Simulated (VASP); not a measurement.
The system is AgCl.

```
Ag Cl
1.0
     0.00000    2.77315    2.77315
     2.77315    0.00000    2.77315
     2.77315    2.77315    0.00000
Ag Cl
1 1
Direct
  0.50000 0.50000 0.50000
  0.00000 0.00000 0.00000
```

```yaml
Program: VASP 6.6.1
Task: relaxation of cell and atoms
Functional: PBE
Potentials_or_basis: VASP PAW PBE potentials, release 64 (Ag, Cl)
Cutoff: 600 eV
k_mesh: 8 × 8 × 8
Occupations: gaussian, width 0.02 eV
Spin: no spin polarisation
```

At the start: pressure 1.5 GPa; volume 21.33 Å³/atom.

Where does the relaxation end?

Over 3 steps the energy falls by 3.2 meV/atom and the volume is 22.04 Å³/atom (+3.3 %); space group Fm-3m (No. 225, to 0.05 Å).

Step by step:
| step | energy change (eV) | largest force (eV/Å) | pressure (GPa) | volume (Å³) |
| --- | --- | --- | --- | --- |
| 1 | 0.0000 | 0.0000 | 1.51 | 42.65 |
| 2 | -0.0063 | 0.0000 | 0.16 | 43.90 |
| 3 | -0.0064 | 0.0000 | -0.02 | 44.08 |

Final structure:
```
Ag Cl
1.0
     0.00000    2.80369    2.80369
     2.80369    0.00000    2.80369
     2.80369    2.80369    0.00000
Ag Cl
1 1
Direct
  0.50000 0.50000 0.50000
  0.00000 0.00000 0.00000
```
